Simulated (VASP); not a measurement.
# SbPt (P6_3/mmc) in VASP: further runs

SbPt is run at these levels: PBEsol; tasks: single point, relaxation of shape and atoms at fixed volume.

Program: VASP 6.6.1. These are calculated values, not measurements. Logs are shortened: lines on timing, memory, paths and dates and some standing lists are left out, and cuts for length are marked.

## 1. The cell of the first run

The structure is hexagonal, space group P6_3/mmc (No. 194). Conventional cell: a = 4.101 Å, b = 4.101 Å, c = 5.715 Å, α = 90.00°, β = 90.00°, γ = 120.00°. Sb (site symmetry -6m2) has 6 Pt at 2.77 Å and 6 Sb at 3.71 Å within 3.8 Å. Pt (site symmetry -3m) has 6 Sb at 2.77 Å and 2 Pt at 2.86 Å within 3.6 Å.

## 2. Single point, PBEsol (uniaxial strain along c: +4.5 %, then relaxed in part)

Input file INCAR:

```
  PREC = Accurate
  ENCUT = 520
  EDIFF = 1E-6
  ISMEAR = 0
  SIGMA = 0.1
  LREAL = False
  LASPH = True
  NELM = 100
  ALGO = Normal
  ISIF = 2
  LWAVE = False
  LCHARG = False
  GGA = PS
  NBANDS = 23
```

Input file KPOINTS:

```
Automatic mesh
0
Gamma
  12 12 10
```

Input file POSCAR:

```
SbPt
1.0
    4.1012149119      0.0000000000      0.0000000000
   -2.0506074560      3.5517563001      0.0000000000
    0.0000000000      0.0000000000      5.7145687275
Sb Pt
2 2
Direct
    0.3333333329      0.6666666671      0.2500000000
    0.6666666671      0.3333333329      0.7500000000
    0.0000000000      0.0000000000      0.0000000000
    0.0000000000      0.0000000000      0.5000000000
```

Potentials or basis: VASP PAW PBE potentials, release 64 (Sb, Pt).

Launch:

```console
$ cat potpaw_PBE.64/Sb/POTCAR potpaw_PBE.64/Pt/POTCAR > POTCAR
$ mpirun -np 1 vasp_std > vasp.out
```

OUTCAR:

```text
PREC = Accurate
   ENCUT = 520
   EDIFF = 1E-6
   ISMEAR = 0
   LREAL = False
   LASPH = True
   NELM = 100
   ISIF = 2
   GGA = PS

 ion  position               nearest neighbor table
   1  0.333  0.667  0.250-   3 2.77   4 2.77   3 2.77   4 2.77   3 2.77   4 2.77   2 3.71   2 3.71
                             2 3.71   2 3.71   2 3.71   2 3.71
   2  0.667  0.333  0.750-   3 2.77   4 2.77   3 2.77   4 2.77   3 2.77   4 2.77   1 3.71   1 3.71
                             1 3.71   1 3.71   1 3.71   1 3.71
   3  0.000  0.000  0.000-   1 2.77   2 2.77   2 2.77   1 2.77   2 2.77   1 2.77   4 2.86   4 2.86

   4  0.000  0.000  0.500-   1 2.77   2 2.77   2 2.77   1 2.77   2 2.77   1 2.77   3 2.86   3 2.86

  LATTYP: Found a hexagonal cell.
 ALAT       =     4.1012149119
 C/A-ratio  =     1.3933843630

  Lattice vectors:

 A1 = (   4.1012149119,   0.0000000000,   0.0000000000)
 A2 = (  -2.0506074560,   3.5517563001,   0.0000000000)
 A3 = (   0.0000000000,   0.0000000000,   5.7145687275)

Analysis of symmetry for initial positions (statically):
=====================================================================
 Subroutine PRICEL returns:
 Original cell was already a primitive cell.

 Routine SETGRP: Setting up the symmetry group for a
 hexagonal supercell.

 Subroutine GETGRP returns: Found 24 space group operations
 (whereof 12 operations were pure point group operations)
 out of a pool of 24 trial point group operations.

The static configuration has the point symmetry D_3d.
 The point group associated with its full space group is D_6h.

Analysis of symmetry for dynamics (positions and initial velocities):
=====================================================================
 Subroutine PRICEL returns:
 Original cell was already a primitive cell.

 Routine SETGRP: Setting up the symmetry group for a
 hexagonal supercell.

 Subroutine GETGRP returns: Found 24 space group operations
 (whereof 12 operations were pure point group operations)
 out of a pool of 24 trial point group operations.

The dynamic configuration has the point symmetry D_3d.
 The point group associated with its full space group is D_6h.

 Subroutine INISYM returns: Found 24 space group operations
 (whereof 12 operations are pure point group operations),
 and found     1 'primitive' translations

----------------------------------------------------------------------------------------

                                     Primitive cell

  volume of cell :      83.2414

  direct lattice vectors                    reciprocal lattice vectors
     4.101214912  0.000000000  0.000000000     0.243830187  0.140775424  0.000000000
    -2.050607456  3.551756300  0.000000000     0.000000000  0.281550849  0.000000000
     0.000000000  0.000000000  5.714568727     0.000000000  0.000000000  0.174991333

  length of vectors
     4.101214912  4.101214912  5.714568727     0.281550849  0.281550849  0.174991333

  position of ions in fractional coordinates (direct lattice)
     0.333333333  0.666666667  0.250000000
     0.666666667  0.333333333  0.750000000
     0.000000000  0.000000000  0.000000000
     0.000000000  0.000000000  0.500000000

  ion indices of the primitive-cell ions
   primitive index   ion index
                 1           1
                 2           2
                 3           3
                 4           4

----------------------------------------------------------------------------------------

 KPOINTS: Automatic mesh

Automatic generation of k-mesh.
 Grid dimensions read from file:
 generate k-points for:   12   12   10

 Generating k-lattice:

  Cartesian coordinates                     Fractional coordinates (reciprocal lattice)
     0.020319182  0.011731285  0.000000000     0.083333333  0.000000000  0.000000000
     0.000000000  0.023462571  0.000000000     0.000000000  0.083333333  0.000000000
     0.000000000  0.000000000  0.017499133     0.000000000  0.000000000  0.100000000

  Length of vectors
     0.023462571  0.023462571  0.017499133

  Shift w.r.t. Gamma in fractional coordinates (k-lattice)
     0.000000000  0.000000000  0.000000000

 Subroutine IBZKPT returns following result:
 ===========================================

 Found    114 irreducible k-points:

 Following reciprocal coordinates:
            Coordinates               Weight
  0.000000  0.000000  0.000000      1.000000
  0.083333  0.000000  0.000000      6.000000
  0.166667 -0.000000  0.000000      6.000000
  0.250000  0.000000  0.000000      6.000000
  0.333333 -0.000000  0.000000      6.000000
  0.416667  0.000000  0.000000      6.000000
[... 16 lines left out ...]
  0.250000  0.000000  0.100000     12.000000
  0.333333 -0.000000  0.100000     12.000000
 [... further k-points ...]
   k-points           NKPTS =    114   k-points in BZ     NKDIM =    114   number of bands    NBANDS=     23
   number of dos      NEDOS =    301   number of ions     NIONS =      4
   total plane-waves  NPLWV =  49152
   dimension x,y,z NGX =    32 NGY =   32 NGZ =   48
   dimension x,y,z NGXF=    64 NGYF=   64 NGZF=   96
   ions per type =               2   2
   NGX,Y,Z   is equivalent  to a cutoff of  12.97, 12.97, 13.96 a.u.
   NGXF,Y,Z  is equivalent  to a cutoff of  25.94, 25.94, 27.93 a.u.
 SYSTEM =  unknown system
   PREC   = accura    normal or accurate (medium, high low for compatibility)
   ISTART =      0    job   : 0-new  1-cont  2-samecut
   ICHARG =      2    charge: 1-file 2-atom 10-const
   ISPIN  =      1    spin polarized calculation?
   LNONCOLLINEAR =      F non collinear calculations
   LSORBIT =      F    spin-orbit coupling
   LASPH  =      T    aspherical Exc in radial PAW
   ENCUT  =  520.0 eV  38.22 Ry    6.18 a.u.   7.63  7.63 10.63*2*pi/ulx,y,z
   NELM   =    100;   NELMIN=  2; NELMDL= -5     # of ELM steps
   EDIFF  = 0.1E-05   stopping-criterion for ELM
   LREAL  =      F    real-space projection
   EDIFFG = 0.1E-04   stopping-criterion for IOM
   NSW    =      0    number of steps for IOM
   IBRION =     -1    ionic relax: 0-MD 1-quasi-New 2-CG
   NFREE  =      0    steps in history (QN), initial steepest desc. (CG)
   ISIF   =      2    stress and relaxation
   ISYM   =      2    0-nonsym 1-usesym 2-fastsym
   POTIM  = 0.5000    time-step for ionic-motion
   TEBEG  =    0.0;   TEEND  =   0.0 temperature during run
   PSTRESS=    0.0 pullay stress
   NELECT =      30.0000    total number of electrons
   NUPDOWN=      -1.0000    fix difference up-down
   EMIN   =  10.00;   EMAX   =-10.00  energy-range for DOS
   EFERMI =   0.00;   METHOD = LEGACY
   ISMEAR =     0;   SIGMA  =   0.10  broadening in eV -4-tet -1-fermi 0-gaus
   EFERMI_NEDOS =   21; number of points for ismear=-14 and -15
   IALGO  =     38    algorithm
   IMIX   =      4    mixing-type and parameters
     AMIX     =   0.40;   BMIX     =  1.00
     AMIX_MAG =   1.60;   BMIX_MAG =  1.00
  volume/ion in A,a.u.               =      20.81       140.44
  Fermi-wavevector in a.u.,A,eV,Ry     =   1.165026  2.201579 18.466984  1.357285
  Thomas-Fermi vector in A             =   2.301557
   LORBIT       =      0    0 simple, 1 ext, 2 COOP (PROOUT), +10 PAW based schemes
   GGA     = PS    functional components
   LHFCALC =     F    Hartree Fock is set to
   AEXX    =    0.0000 exact exchange contribution
   IVDW    =     0    specifies the selected vdW correction
   LEPSILON=     F    determine dielectric tensor
   LRPA    =     F    only Hartree local field effects (RPA)
 non-spin polarized calculation
 Gauss-broadening in eV      SIGMA  =   0.10
  energy-cutoff  :      520.00
  volume of cell :       83.24
 maximum number of plane-waves:      2271
 NGX is ok and might be reduce to    32
   NGX = 15   NGY = 15   NGZ = 21

 number of electron      29.9999998 magnetization

 Free energy of the ion-electron system (eV)
  ---------------------------------------------------
  ext. energy  EPLUGINS =         0.00000000
  ---------------------------------------------------
  free energy    TOTEN  =       -24.67528346 eV

  energy without entropy =      -24.66501362  energy(sigma->0) =      -24.67014854

 E-fermi :   9.5962     XC(G=0): -11.4587

 val. band max:        9.5877519871   @ k =   0.0833   0.0000   0.0000
 cond. band min:       9.6103091031   @ k =   0.0833   0.0000   0.3000
 fundamental gap:      0.0225571160
 Fermi energy:         9.5961638227

 k-point     1 :       0.0000    0.0000    0.0000
  band No.  band energies     occupation
      1      -3.1302      2.00000
      2       0.3942      2.00000
      3       2.5886      2.00000
      4       3.8983      2.00000
      5       3.8983      2.00000
      6       4.1650      2.00000
[... 15 lines left out ...]
     22      14.9940      0.00000
     23      17.6093      0.00000

 k-point     2 :       0.0833    0.0000    0.0000
  band No.  band energies     occupation
      1      -3.0445      2.00000
      2       0.3348      2.00000
      3       2.6918      2.00000
      4       3.9200      2.00000
      5       4.0100      2.00000
      6       4.1454      2.00000
[... 15 lines left out ...]
     22      15.4574      0.00000
     23      16.4955      0.00000

 k-point     3 :       0.1667   -0.0000    0.0000
  band No.  band energies     occupation
      1      -2.7915      2.00000
      2       0.1832      2.00000
      3       2.9950      2.00000
      4       3.9695      2.00000
      5       4.0591      2.00000
      6       4.3041      2.00000
[... 15 lines left out ...]
     22      16.3029      0.00000
     23      16.4337      0.00000
[... 495 lines left out ...]
 k-point    23 :       0.2500    0.0000    0.1000
  band No.  band energies     occupation
      1      -2.3427      2.00000
      2      -0.0946      2.00000
      3       3.4291      2.00000
      4       3.8269      2.00000
      5       4.0436      2.00000
      6       4.6643      2.00000
[... 15 lines left out ...]
     22      15.9564      0.00000
     23      16.5561      0.00000

 k-point    24 :       0.3333   -0.0000    0.1000
  band No.  band energies     occupation
      1      -1.8224      2.00000
      2      -0.2449      2.00000
      3       3.1781      2.00000
      4       3.8887      2.00000
      5       4.0408      2.00000
      6       4.5409      2.00000
[... 15 lines left out ...]
     22      15.5567      0.00000
     23      17.4507      0.00000

 [... further k-points ...]

------------------------ aborting loop because EDIFF is reached ----------------------------------------

  FORCE on cell =-STRESS in cart. coord.  units (eV):
  Direction    XX          YY          ZZ          XY          YZ          ZX
  --------------------------------------------------------------------------------------
  -------------------------------------------------------------------------------------
  Total       -0.1050518     -0.1050518     -2.8532034      0.0000000      0.0000000     -0.0000000
  in kB       -2.0219702     -2.0219702    -54.9166669      0.0000000      0.0000000     -0.0000000
  external PRESSURE =     -19.6535358 kB  Pullay stress =       0.0000000 kB

 VOLUME and BASIS-vectors are now :
 -----------------------------------------------------------------------------
  energy-cutoff  :      520.00
  volume of cell :       83.24
      direct lattice vectors                 reciprocal lattice vectors
     4.101214912  0.000000000  0.000000000     0.243830187  0.140775424  0.000000000
    -2.050607456  3.551756300  0.000000000     0.000000000  0.281550849  0.000000000
     0.000000000  0.000000000  5.714568727     0.000000000  0.000000000  0.174991333

 POSITION                                       TOTAL-FORCE (eV/Angst)
 -----------------------------------------------------------------------------------
     -0.00000      2.36784      1.42864         0.000000      0.000000      0.000000
      2.05061      1.18392      4.28593        -0.000000      0.000000      0.000000
      0.00000      0.00000      0.00000        -0.000000      0.000000      0.000000
      0.00000      0.00000      2.85728        -0.000000      0.000000      0.000000
 -----------------------------------------------------------------------------------
    total drift:                               -0.000000      0.000000      0.000000

  FREE ENERGIE OF THE ION-ELECTRON SYSTEM (eV)
  ---------------------------------------------------
  free  energy   TOTEN  =       -24.6752834554 eV

  energy  without entropy=      -24.6650136229  energy(sigma->0) =      -24.67014854
```

Run time: 64 s. Hardware: 1 thread of Intel Xeon 6975P-C (Granite Rapids), shared host; peak memory 0.35 GiB.

What came out:

| Quantity | Value |
| --- | --- |
| Free energy | -24.6753 eV |
| Pressure | -2.0 GPa |
| Band gap on the k mesh | zero (bands 15 and 16 overlap by 4.05 eV) |

Caveat: the cell differs from its parent crystal (uniaxial strain along c: +4.5 %, then relaxed in part); the stress differs along the axes, from -5 to -0 GPa; the PAW data sets were made with another functional, which shifts forces and pressure a little; spin-orbit coupling is left out, which moves the levels of the heavy elements.

## 3. Single point, PBEsol (uniaxial strain along c: +3.0 %)

Input file INCAR:

```
SYSTEM = SbPt
ALGO     = Normal         ! electronic algorithm
EDIFF    = 1E-6           ! SCF threshold, eV
ENCUT    = 520            ! plane-wave cutoff, eV
GGA      = PS             ! functional
ISIF     = 2              ! what is computed and relaxed
ISMEAR   = 0              ! smearing method
LASPH    = .TRUE.         ! aspherical terms in the spheres
LCHARG   = .FALSE.        ! write CHGCAR
LREAL    = .FALSE.        ! projectors in reciprocal space
LWAVE    = .FALSE.        ! write WAVECAR
NBANDS   = 23             ! bands
NELM     = 80             ! most SCF steps
PREC     = Accurate       ! precision mode
SIGMA    = 0.1            ! smearing width, eV
```

Input file KPOINTS:

```
k-points
0
G
  12 12 10
  0 0 0
```

Input file POSCAR:

```
SbPt
1.0
    4.1395030004      0.0000000000      0.0000000000
   -2.0697515002      3.5849147574      0.0000000000
    0.0000000000      0.0000000000      5.6325414252
Sb Pt
2 2
Direct
    0.3333333306      0.6666666694      0.2500000000
    0.6666666694      0.3333333306      0.7500000000
    0.0000000000      0.0000000000      0.0000000000
    0.0000000000      0.0000000000      0.5000000000
```

Potentials or basis: VASP PAW PBE potentials, release 64 (Sb, Pt).

Launch:

```console
$ cat potpaw_PBE.64/Sb/POTCAR potpaw_PBE.64/Pt/POTCAR > POTCAR
$ mpirun -np 1 vasp_std > vasp.out
```

OUTCAR:

```text
SYSTEM = SbPt
   EDIFF = 1E-6
   ENCUT = 520
   GGA = PS
   ISIF = 2
   ISMEAR = 0
   LASPH = .TRUE.
   LREAL = .FALSE.
   NELM = 80
   PREC = Accurate

 ion  position               nearest neighbor table
   1  0.333  0.667  0.250-   3 2.77   4 2.77   3 2.77   4 2.77   3 2.77   4 2.77   2 3.69   2 3.69
                             2 3.69   2 3.69   2 3.69   2 3.69
   2  0.667  0.333  0.750-   3 2.77   4 2.77   3 2.77   4 2.77   3 2.77   4 2.77   1 3.69   1 3.69
                             1 3.69   1 3.69   1 3.69   1 3.69
[... 833 lines left out ...]
  -------------------------------------------------------------------------------------
  Total       -0.5856089     -0.5856089     -2.6670774      0.0000000      0.0000000      0.0000000
  in kB      -11.2250128    -11.2250128    -51.1228158      0.0000000      0.0000000      0.0000000
  external PRESSURE =     -24.5242804 kB  Pullay stress =       0.0000000 kB

 VOLUME and BASIS-vectors are now :
 -----------------------------------------------------------------------------
  energy-cutoff  :      520.00
  volume of cell :       83.59
      direct lattice vectors                 reciprocal lattice vectors
     4.139503000  0.000000000  0.000000000     0.241574894  0.139473330  0.000000000
    -2.069751500  3.584914757  0.000000000     0.000000000  0.278946661  0.000000000
     0.000000000  0.000000000  5.632541425     0.000000000  0.000000000  0.177539751

 POSITION                                       TOTAL-FORCE (eV/Angst)
 -----------------------------------------------------------------------------------
     -0.00000      2.38994      1.40814         0.000000     -0.000000      0.000000
      2.06975      1.19497      4.22441         0.000000      0.000000      0.000000
      0.00000      0.00000      0.00000        -0.000000     -0.000000      0.000000
      0.00000      0.00000      2.81627        -0.000000     -0.000000      0.000000
 -----------------------------------------------------------------------------------
    total drift:                               -0.000002      0.000001      0.000000

  FREE ENERGIE OF THE ION-ELECTRON SYSTEM (eV)
  ---------------------------------------------------
  free  energy   TOTEN  =       -24.7094311576 eV

  energy  without entropy=      -24.6986412605  energy(sigma->0) =      -24.70403621
```

It took 61 s on 1 thread of Intel Xeon 6975P-C (Granite Rapids), shared host; peak memory 0.33 GiB.

What came out:

* Free energy: -24.7094 eV
* Pressure: -2.5 GPa
* Band gap on the k mesh: zero (bands 15 and 16 overlap by 4.01 eV)

Caveat: the cell differs from its parent crystal (uniaxial strain along c: +3.0 %); the PAW data sets were made with another functional, which shifts forces and pressure a little; spin-orbit coupling is left out, which moves the levels of the heavy elements.

[end of part 1 of 3]

The gap in the log of VASP goes by the Fermi energy; the results here count the filled bands.